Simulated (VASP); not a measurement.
Write the native input for VASP 6.6.1 that does the following.

```yaml
Task: density of states
Functional: LDA
Potentials_or_basis: VASP PAW LDA potentials, release 64 (Se)
Cutoff: 520 eV
k_mesh: 13 × 13 × 13
Occupations: fermi-dirac, width 0.08 eV
Spin: no spin polarisation
Dipole_correction: no
k_mesh_for_the_DOS: 20 × 20 × 20
Occupations_for_the_DOS: tetrahedron
Further_INCAR_settings: ALGO = Normal; EDIFF = 1e-06
```

Crystal: Se.

```xyz
1
Lattice="2.2269 0.0000 0.0000 0.0000 2.2269 0.0000 0.0000 0.0000 2.2269" Properties=species:S:1:pos:R:3 pbc="T T T"
Se    0.0000    0.0000    0.0000
```

This cell differs from its parent crystal: volume scaled by 0.52.

One way to write it, as run:

POSCAR

```
Se
1.0
    2.2268590789      0.0000000000      0.0000000000
    0.0000000000      2.2268590789      0.0000000000
    0.0000000000      0.0000000000      2.2268590789
Se
1
Direct
    0.0000000000      0.0000000000      0.0000000000
```

INCAR.step1

```
PREC = Accurate ; ENCUT = 520
EDIFF = 1E-6 ; ISMEAR = -1
SIGMA = 0.08 ; LREAL = F
LASPH = T ; NELM = 100
ALGO = Normal ; ISIF = 2
LWAVE = F ; LCHARG = T
GGA = CA ; NBANDS = 9
```

KPOINTS.step1

```
Automatic mesh
0
Gamma
  13 13 13
```

INCAR.step2

```
PREC = Accurate ; ENCUT = 520
EDIFF = 1E-6 ; ISMEAR = -5
SIGMA = 0.08 ; LREAL = F
LASPH = T ; NELM = 100
ALGO = Normal ; ISIF = 2
LWAVE = F ; LCHARG = F
GGA = CA ; LORBIT = 11
NEDOS = 1001 ; ICHARG = 11
```

KPOINTS.step2

```
Automatic mesh
0
Gamma
  20 20 20
```

Potentials or basis: VASP PAW LDA potentials, release 64 (Se).

Run with:

```console
$ cat potpaw_LDA.64/Se/POTCAR > POTCAR
$ cp INCAR.step1 INCAR
$ cp KPOINTS.step1 KPOINTS
$ mpirun -np 1 vasp_std > vasp.out
$ cp INCAR.step2 INCAR
$ cp KPOINTS.step2 KPOINTS
$ mpirun -np 1 vasp_std > vasp.out
```

It gave:

| Property | Result |
| --- | --- |
| Valence electrons inside the program's atomic spheres | Se 4.49 |

Run time: 9 s on 1 thread of Intel(R) Xeon(R) 6975P-C (Granite Rapids), on a shared host, peak memory 0.13 GiB.
